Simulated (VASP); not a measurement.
Here is a VASP 6.6.1 calculation.

The input INCAR:

```
SYSTEM = SnTe
PREC = Accurate ; ENCUT = 520
EDIFF = 1E-7 ; ISMEAR = 0
SIGMA = 0.03 ; LREAL = .FALSE.
LASPH = .TRUE. ; NELM = 100
ALGO = Normal ; ISIF = 2
LWAVE = .FALSE. ; LCHARG = .TRUE.
GGA = PS ; LELF = .TRUE.
LVHAR = .TRUE. ; NBANDS = 17
```

KPOINTS

```
regular mesh
0
G
  10 10 10
  0 0 0
```

File POSCAR:

```
SnTe
1.0
    0.1640828798      3.2406368767      3.2406368767
    3.2406368767      0.1640828798      3.2406368767
    3.2406368767      3.2406368767      0.1640828798
Sn Te
1 1
Direct
    0.0000000000      0.0000000000      0.0000000000
    0.5000000000      0.5000000000      0.5000000000
```

Potentials or basis: VASP PAW PBE potentials, release 64 (Sn_d, Te).

Command:

```bash
$ cat potpaw_PBE.64/Sn_d/POTCAR potpaw_PBE.64/Te/POTCAR > POTCAR
$ mpirun -np 1 vasp_std > vasp.out
```

(1) Predict the band gap on the k mesh.

(2) Estimate the pressure.

## Answers

(1) zero (band 10 reaches 7.11 eV, above the bottom of band 11 at 6.67 eV).

(2) -0.6 GPa.

Caveat: the PAW data sets were made with another functional, which shifts forces and pressure a little; spin-orbit coupling is left out, which moves the levels of the heavy elements.
